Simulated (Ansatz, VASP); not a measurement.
# One calculation of BaTiO3, two programs

```xyz
5
Lattice="4.1296 0.0000 0.0000 0.0000 4.1296 0.0000 0.0000 0.0000 4.1296" Properties=species:S:1:pos:R:3 pbc="T T T"
Ba    2.0662    2.0648    2.0648
Ti    0.0525    0.0000    0.0000
O     1.9795    0.0000    0.0000
O    -0.0419    2.0648    0.0000
O    -0.0419    0.0000    2.0648
```

Change from the starting cell: mode 1 frozen in at -0.083 Å, equal normal strain along x, y and z +0.0250.

Alike in both runs: task single point; functional PBE; k mesh 8 × 8 × 8; occupations gaussian, width 0.05 eV; no spin polarisation; Hubbard terms Ti d U = 4.0 eV.

|  | VASP | Ansatz |
| --- | --- | --- |
| version | VASP 6.6.1 | Ansatz 0.2.0 |
| potentials or method | VASP PAW PBE potentials, release 64 (Ba_sv, Ti_sv, O), cutoff 520 eV | scalar-relativistic, plane waves, PAW |
| valence electrons in the cell | 40 | 40 |

|  | VASP | Ansatz | Ansatz less VASP |
| --- | --- | --- | --- |
| gap on the k mesh at the Fermi level (eV) | 2.04 | 2.07 | +0.036 |
| least direct gap on the mesh (eV) | 2.41 | 2.42 | +0.009 |
| pressure (GPa) | -6.5 | -9.2 | -2.69 |
| traceless stress, the component that is largest in VASP (GPa) | 1.39 | 1.06 | -0.334 |
| rms of the force components (eV/Å) | 0.012 | 0.149 | +0.1366 |

The programs project onto different local orbitals, so the same U acts differently, and such runs can settle in different states. Atom by atom the forces differ by 0.144 eV/Å (rms over components).

Neither program's run includes spin-orbit coupling.
